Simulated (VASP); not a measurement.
Input of a VASP 6.6.1 run:

File INCAR:

```
PREC = Accurate ; ENCUT = 630
EDIFF = 1E-6 ; ISMEAR = -1
SIGMA = 0.05 ; LREAL = F
LASPH = T ; NELM = 120
ALGO = Normal ; ISIF = 2
LWAVE = F ; LCHARG = F
GGA = B5 ; ALDAX = 1.0
AGGAX = 1.0 ; AGGAC = 1.0
ALDAC = 0.0 ; NBANDS = 20
GGA_COMPAT = F
```

The input KPOINTS:

```
regular mesh
0
Gamma
  7 7 5
```

File POSCAR:

```
CdS
1.0
    4.2611695877      0.0000000000      0.0000000000
   -2.1305847939      3.6902811128      0.0000000000
    0.0000000000      0.0000000000      5.8041729400
Cd S
1 1
Direct
    0.0000000000      0.0000000000      0.4426919200
    0.6666666667      0.3333333333      0.4343080800
```

Potentials or basis: VASP PAW PBE potentials, release 64 (Cd_sv_GW, S).

Command:

```sh
$ cat potpaw_PBE.64/Cd_sv_GW/POTCAR potpaw_PBE.64/S/POTCAR > POTCAR
$ mpirun -np 1 vasp_std > vasp.out
```

(1) Estimate the largest force.

(2) What does it give for the pressure?

Results:

(1) 0.008 eV/Å.

(2) 1.1 GPa.

Caveat: the PAW data sets were made with another functional, which shifts forces and pressure a little.
